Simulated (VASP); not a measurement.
## Rb3Hg: single point with LDA

Crystal: Rb3Hg.

```
CELL_PARAMETERS angstrom
0.00000 4.56530 4.56530
4.56530 0.00000 4.56530
4.56530 4.56530 0.00000
ATOMIC_POSITIONS crystal
Rb 0.25000 0.25000 0.25000
Rb 0.75000 0.75000 0.75000
Rb 0.50000 0.50000 0.50000
Hg 0.00000 0.00000 0.00000
```

```
Program             : VASP 6.6.1
Task                : single point
Functional          : LDA
Potentials or basis : VASP PAW LDA potentials, release 64 (Rb_sv, Hg)
Cutoff              : 520 eV
k mesh              : 4 × 4 × 4
Occupations         : methfessel-paxton, width 0.02 eV
Spin                : no spin polarisation
```

- Pressure: 0.0 GPa

Levels at points of the mesh, in eV from the Fermi level:
| k point | band 17 | band 18 | band 19 | band 20 | band 21 | band 22 |
| --- | --- | --- | --- | --- | --- | --- |
| (0.00, 0.00, 0.00) | -6.93 | -4.89 | 0.26 | 0.61 | 0.61 | 0.61 |
| (0.50, 0.00, 0.00) | -6.92 | -4.42 | -1.26 | 0.44 | 0.44 | 1.69 |
| (0.50, 0.50, 0.00) | -6.92 | -4.36 | -0.95 | 0.45 | 0.80 | 0.80 |

It took 25 s on 1 thread of Intel(R) Xeon(R) Platinum 8488C (Sapphire Rapids), with other jobs on the host, peak memory 0.26 GiB.

Caveat: spin-orbit coupling is left out, which moves the levels of the heavy elements.
